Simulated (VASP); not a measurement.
Mg: single point with PBEsol

Mg:

```
CELL_PARAMETERS angstrom
2.84008 0.00000 0.00000
0.00000 2.84008 0.00000
0.00000 0.00000 2.84008
ATOMIC_POSITIONS crystal
Mg 0.00000 0.00000 0.00000
```

This isn't the form of Mg at room conditions, which is hcp.

```yaml
Program: VASP 6.6.1
Task: single point
Functional: PBEsol
Potentials_or_basis: VASP PAW PBE potentials, release 64 (Mg)
Cutoff: 520 eV
k_mesh: 13 × 13 × 13
Occupations: fermi-dirac, width 0.1 eV
Spin: no spin polarisation
Dipole_correction: no
k_mesh_for_the_DOS: 20 × 20 × 20
Occupations_for_the_DOS: tetrahedron
Further_INCAR_settings: ALGO = Normal; EDIFF = 1e-06
```

```yaml
Valence_electrons_inside_the_program's_atomic_spheres: Mg 0.39
```

Levels at points of the mesh, in eV from the Fermi level:
| k point | band 1 | band 2 | band 3 | band 4 | band 5 |
| --- | --- | --- | --- | --- | --- |
| (0.00, 0.00, 0.00) | -6.94 | 8.73 | 8.73 | 10.81 | 10.81 |
| (0.50, 0.00, 0.00) | -2.42 | -2.35 | 11.49 | 14.30 | 14.30 |
| (0.50, 0.50, 0.00) | 1.47 | 1.47 | 2.53 | 2.78 | 17.11 |
| (0.50, 0.50, 0.50) | 5.29 | 5.29 | 5.29 | 5.96 | 5.96 |

It took 55 s on 1 thread of AMD EPYC 7R43 64-Core Processor (Zen 3) (shared host), peak memory 0.12 GiB.
